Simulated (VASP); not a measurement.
# TaN (I4mm) in VASP: single point with r2SCAN

Aim: the single point of TaN with r2SCAN.

Program: VASP 6.6.1. These are calculated values, not measurements. Logs are shortened: lines on timing, memory, paths and dates and some standing lists are left out, and cuts for length are marked.

### Step 1. The cell of the first run

The structure is tetragonal, space group I4mm (No. 107). The conventional cell has a = 3.082 Å, b = 3.082 Å, c = 4.358 Å, α = 90.00°, β = 90.00°, γ = 90.00°. Ta (site symmetry 4mm) has 6 N at 2.08 to 2.28 Å within 2.8 Å. Within 2.8 Å of N (site symmetry 4mm) lie 6 Ta at 2.08 to 2.28 Å.

### Step 2. Single point, r2SCAN

File POSCAR:

```
TaN
1.0
    0.0000000000      2.1790000000      2.1790000000
    2.1790000000      0.0000000000      2.1790000000
    2.1790000000      2.1790000000      0.0000000000
Ta N
1 1
Direct
    0.5000000000      0.5000000000      0.5000000000
    0.0229463056      0.0229463056     -0.0229463056
```

File INCAR.step1:

```
PREC = Accurate ; ENCUT = 770
ISMEAR = 0 ; SIGMA = 0.15
LREAL = False ; LASPH = True
NELM = 120 ; NBANDS = 16
GGA = PE ; ALGO = Normal
EDIFF = 1E-5 ; LWAVE = True
LCHARG = False ; GGA_COMPAT = False
```

File INCAR.step2:

```
PREC = Accurate ; ENCUT = 770
EDIFF = 1E-6 ; ISMEAR = 0
SIGMA = 0.15 ; LREAL = False
LASPH = True ; NELM = 120
ALGO = Normal ; ISIF = 2
LWAVE = False ; LCHARG = False
METAGGA = R2SCAN ; LMIXTAU = True
NBANDS = 16 ; ISTART = 1
GGA_COMPAT = False
```

File KPOINTS:

```
regular mesh
0
Gamma
  18 18 18
```

Potentials or basis: VASP PAW PBE potentials, release 64 (Ta_sv_GW, N).

The run is started by

```console
> cat potpaw_PBE.64/Ta_sv_GW/POTCAR potpaw_PBE.64/N/POTCAR > POTCAR
> cp INCAR.step1 INCAR
> mpirun -np 1 vasp_std > vasp.out
> cp INCAR.step2 INCAR
> mpirun -np 1 vasp_std > vasp.out
```

OUTCAR:

```text
PREC = Accurate
   ENCUT = 770
   EDIFF = 1E-6
   ISMEAR = 0
   LREAL = False
   LASPH = True
   NELM = 120
   ISIF = 2
   METAGGA = R2SCAN
   ISTART = 1

 ion  position               nearest neighbor table
   1  0.500  0.500  0.500-   2 2.08   2 2.18   2 2.18   2 2.18   2 2.18   2 2.28
   2  0.023  0.023  0.977-   1 2.08   1 2.18   1 2.18   1 2.18   1 2.18   1 2.28

  LATTYP: Found a face centered cubic cell.
 ALAT       =     4.3580000000

  Lattice vectors:

 A1 = (   0.0000000000,   2.1790000000,   2.1790000000)
 A2 = (   2.1790000000,   0.0000000000,   2.1790000000)
 A3 = (   2.1790000000,   2.1790000000,   0.0000000000)

Analysis of symmetry for initial positions (statically):
=====================================================================
 Subroutine PRICEL returns:
 Original cell was already a primitive cell.

 Routine SETGRP: Setting up the symmetry group for a
 face centered cubic supercell.

 Subroutine GETGRP returns: Found  8 space group operations
 (whereof  8 operations were pure point group operations)
 out of a pool of 48 trial point group operations.

The static configuration has the point symmetry C_4v.

Analysis of symmetry for dynamics (positions and initial velocities):
=====================================================================
 Subroutine PRICEL returns:
 Original cell was already a primitive cell.

 Routine SETGRP: Setting up the symmetry group for a
 face centered cubic supercell.

 Subroutine GETGRP returns: Found  8 space group operations
 (whereof  8 operations were pure point group operations)
 out of a pool of 48 trial point group operations.

The dynamic configuration has the point symmetry C_4v.

 Subroutine INISYM returns: Found  8 space group operations
 (whereof  8 operations are pure point group operations),
 and found     1 'primitive' translations

----------------------------------------------------------------------------------------

                                     Primitive cell

  volume of cell :      20.6920

  direct lattice vectors                    reciprocal lattice vectors
     0.000000000  2.179000000  2.179000000    -0.229463056  0.229463056  0.229463056
     2.179000000  0.000000000  2.179000000     0.229463056 -0.229463056  0.229463056
     2.179000000  2.179000000  0.000000000     0.229463056  0.229463056 -0.229463056

  length of vectors
     3.081571352  3.081571352  3.081571352     0.397441672  0.397441672  0.397441672

  position of ions in fractional coordinates (direct lattice)
     0.500000000  0.500000000  0.500000000
     0.022946306  0.022946306  0.977053694

  ion indices of the primitive-cell ions
   primitive index   ion index
                 1           1
                 2           2

----------------------------------------------------------------------------------------

 KPOINTS: regular mesh

Automatic generation of k-mesh.
 Grid dimensions read from file:
 generate k-points for:   18   18   18

 Generating k-lattice:

  Cartesian coordinates                     Fractional coordinates (reciprocal lattice)
    -0.012747948  0.012747948  0.012747948     0.055555556  0.000000000  0.000000000
     0.012747948 -0.012747948  0.012747948     0.000000000  0.055555556  0.000000000
     0.012747948  0.012747948 -0.012747948     0.000000000  0.000000000  0.055555556

  Length of vectors
     0.022080093  0.022080093  0.022080093

  Shift w.r.t. Gamma in fractional coordinates (k-lattice)
     0.000000000  0.000000000  0.000000000

 Subroutine IBZKPT returns following result:
 ===========================================

 Found    480 irreducible k-points:

 Following reciprocal coordinates:
            Coordinates               Weight
  0.000000  0.000000  0.000000      1.000000
  0.055556  0.000000  0.000000      8.000000
  0.111111  0.000000  0.000000      8.000000
  0.166667  0.000000  0.000000      8.000000
  0.222222  0.000000  0.000000      8.000000
  0.277778  0.000000  0.000000      8.000000
[... 16 lines left out ...]
  0.388889  0.055556  0.000000      8.000000
  0.000000  0.388889  0.055556     16.000000
 [... further k-points ...]
   k-points           NKPTS =    480   k-points in BZ     NKDIM =    480   number of bands    NBANDS=     16
   number of dos      NEDOS =    301   number of ions     NIONS =      2
   total plane-waves  NPLWV =  21952
   dimension x,y,z NGX =    28 NGY =   28 NGZ =   28
   dimension x,y,z NGXF=    56 NGYF=   56 NGZF=   56
   ions per type =               1   1
   NGX,Y,Z   is equivalent  to a cutoff of  15.11, 15.11, 15.11 a.u.
   NGXF,Y,Z  is equivalent  to a cutoff of  30.21, 30.21, 30.21 a.u.
 SYSTEM =  unknown system
   PREC   = accura    normal or accurate (medium, high low for compatibility)
   ISTART =      1    job   : 0-new  1-cont  2-samecut
   ICHARG =      0    charge: 1-file 2-atom 10-const
   ISPIN  =      1    spin polarized calculation?
   LNONCOLLINEAR =      F non collinear calculations
   LSORBIT =      F    spin-orbit coupling
   LASPH  =      T    aspherical Exc in radial PAW
   ENCUT  =  770.0 eV  56.59 Ry    7.52 a.u.   6.97  6.97  6.97*2*pi/ulx,y,z
   NELM   =    120;   NELMIN=  2; NELMDL=  0     # of ELM steps
   EDIFF  = 0.1E-05   stopping-criterion for ELM
   LREAL  =      F    real-space projection
   EDIFFG = 0.1E-04   stopping-criterion for IOM
   NSW    =      0    number of steps for IOM
   IBRION =     -1    ionic relax: 0-MD 1-quasi-New 2-CG
   NFREE  =      0    steps in history (QN), initial steepest desc. (CG)
   ISIF   =      2    stress and relaxation
   ISYM   =      2    0-nonsym 1-usesym 2-fastsym
   POTIM  = 0.5000    time-step for ionic-motion
   TEBEG  =    0.0;   TEEND  =   0.0 temperature during run
   PSTRESS=    0.0 pullay stress
   NELECT =      18.0000    total number of electrons
   NUPDOWN=      -1.0000    fix difference up-down
   EMIN   =  10.00;   EMAX   =-10.00  energy-range for DOS
   EFERMI =   0.00;   METHOD = LEGACY
   ISMEAR =     0;   SIGMA  =   0.15  broadening in eV -4-tet -1-fermi 0-gaus
   EFERMI_NEDOS =   21; number of points for ismear=-14 and -15
   IALGO  =     38    algorithm
   IMIX   =      4    mixing-type and parameters
     AMIX     =   0.40;   BMIX     =  1.00
     AMIX_MAG =   1.60;   BMIX_MAG =  1.00
  volume/ion in A,a.u.               =      10.35        69.82
  Fermi-wavevector in a.u.,A,eV,Ry     =   1.562782  2.953230 33.229345  2.442288
  Thomas-Fermi vector in A             =   2.665650
   LORBIT       =      0    0 simple, 1 ext, 2 COOP (PROOUT), +10 PAW based schemes
   METAGGA = R2SCAN    functional components
   LHFCALC =     F    Hartree Fock is set to
   AEXX    =    0.0000 exact exchange contribution
   IVDW    =     0    specifies the selected vdW correction
   LEPSILON=     F    determine dielectric tensor
   LRPA    =     F    only Hartree local field effects (RPA)
 non-spin polarized calculation
 Gauss-broadening in eV      SIGMA  =   0.15
  energy-cutoff  :      770.00
  volume of cell :       20.69
 maximum number of plane-waves:      1019
   NGX = 13   NGY = 13   NGZ = 13

 number of electron      18.0000000 magnetization

 Free energy of the ion-electron system (eV)
  ---------------------------------------------------
  ext. energy  EPLUGINS =         0.00000000
  ---------------------------------------------------
  free energy    TOTEN  =       -62.14705067 eV

  energy without entropy =      -62.13854232  energy(sigma->0) =      -62.14279650

 E-fermi :  14.2866     XC(G=0): -14.9387

 val. band max:       14.2859233348   @ k =   0.3889   0.0556   0.0000
 cond. band min:      14.2899612281   @ k =   0.2222   0.1111   0.0000
 fundamental gap:      0.0040378934
 Fermi energy:        14.2865579844

 k-point     1 :       0.0000    0.0000    0.0000
  band No.  band energies     occupation
      1     -57.2969      2.00000
      2     -22.7822      2.00000
      3     -22.7684      2.00000
      4     -22.7684      2.00000
      5      -5.9279      2.00000
      6       9.7942      2.00000
[... 8 lines left out ...]
     15      23.9420      0.00000
     16      39.2435      0.00000

 k-point     2 :       0.0556    0.0000    0.0000
  band No.  band energies     occupation
      1     -57.2949      2.00000
      2     -22.8073      2.00000
      3     -22.7781      2.00000
      4     -22.7712      2.00000
      5      -5.8482      2.00000
      6       9.2805      2.00000
[... 8 lines left out ...]
     15      24.1864      0.00000
     16      38.2003      0.00000

 k-point     3 :       0.1111    0.0000    0.0000
  band No.  band energies     occupation
      1     -57.2890      2.00000
      2     -22.8974      2.00000
      3     -22.7873      2.00000
      4     -22.7791      2.00000
      5      -5.6166      2.00000
      6       8.4515      2.00000
[... 8 lines left out ...]
     15      24.8756      0.00000
     16      36.2658      0.00000

 k-point     4 :       0.1667    0.0000    0.0000
  band No.  band energies     occupation
      1     -57.2800      2.00000
      2     -23.0343      2.00000
      3     -22.7996      2.00000
      4     -22.7913      2.00000
      5      -5.2538      2.00000
      6       7.4864      2.00000
[... 8 lines left out ...]
     15      25.8679      0.00000
     16      34.3581      0.00000
[... 324 lines left out ...]
 k-point    22 :       0.0000    0.3333    0.0556
  band No.  band energies     occupation
      1     -57.2484      2.00000
      2     -23.4682      2.00000
      3     -22.8596      2.00000
      4     -22.8359      2.00000
      5      -3.9138      2.00000
      6       4.9001      2.00000
[... 8 lines left out ...]
     15      27.2060      0.00000
     16      30.2637      0.00000

 k-point    23 :       0.3889    0.0556    0.0000
  band No.  band energies     occupation
      1     -57.2386      2.00000
      2     -23.6017      2.00000
      3     -22.8625      2.00000
      4     -22.8587      2.00000
      5      -3.4302      2.00000
      6       4.1755      2.00000
[... 8 lines left out ...]
     15      26.9207      0.00000
     16      28.8177      0.00000

 k-point    24 :       0.0000    0.3889    0.0556
  band No.  band energies     occupation
      1     -57.2386      2.00000
      2     -23.6002      2.00000
      3     -22.8695      2.00000
      4     -22.8527      2.00000
      5      -3.4333      2.00000
      6       4.1765      2.00000
[... 8 lines left out ...]
     15      26.8783      0.00000
     16      28.8484      0.00000

 [... further k-points ...]

------------------------ aborting loop because EDIFF is reached ----------------------------------------

  FORCE on cell =-STRESS in cart. coord.  units (eV):
  Direction    XX          YY          ZZ          XY          YZ          ZX
  --------------------------------------------------------------------------------------
  -------------------------------------------------------------------------------------
  Total        1.2770921      1.2770921      1.9756412      0.0000000      0.0000000      0.0000000
  in kB       98.8851615     98.8851615    152.9737714      0.0000000      0.0000000      0.0000000
  external PRESSURE =     116.9146981 kB  Pullay stress =       0.0000000 kB

 VOLUME and BASIS-vectors are now :
 -----------------------------------------------------------------------------
  energy-cutoff  :      770.00
  volume of cell :       20.69
      direct lattice vectors                 reciprocal lattice vectors
     0.000000000  2.179000000  2.179000000    -0.229463056  0.229463056  0.229463056
     2.179000000  0.000000000  2.179000000     0.229463056 -0.229463056  0.229463056
     2.179000000  2.179000000  0.000000000     0.229463056  0.229463056 -0.229463056

 POSITION                                       TOTAL-FORCE (eV/Angst)
 -----------------------------------------------------------------------------------
      2.17900      2.17900      2.17900         0.000000      0.000000      0.960219
      2.17900      2.17900      0.10000         0.000000      0.000000     -0.960219
 -----------------------------------------------------------------------------------
    total drift:                               -0.000000     -0.000000      0.000275

  FREE ENERGIE OF THE ION-ELECTRON SYSTEM (eV)
  ---------------------------------------------------
  free  energy   TOTEN  =       -62.1470506727 eV

  energy  without entropy=      -62.1385423196  energy(sigma->0) =      -62.14279650
```

Run time: 39 min. Hardware: 1 thread of AMD EPYC 7R43 (Zen 3), shared host; peak memory 0.39 GiB.

Results:

```yaml
Free_energy: -62.1471 eV
Pressure: 11.7 GPa
Largest_force: 0.960 eV/Å
Band_gap_on_the_k_mesh: zero (bands 9 and 10 overlap by 3.91 eV)
```

Forces on the atoms (eV/Å):
```
Ta   0.000  0.000  0.960
N    0.000  0.000 -0.960
```

Caveat: the cell differs from its parent crystal (all N atoms moved -0.100 Å, as atom 2 towards its neighbour atom 1 (Ta) at 2.179 Å); the stress differs along the axes, from 10 to 15 GPa; the PAW data sets were made with another functional, which shifts forces and pressure a little; spin-orbit coupling is left out, which moves the levels of the heavy elements.
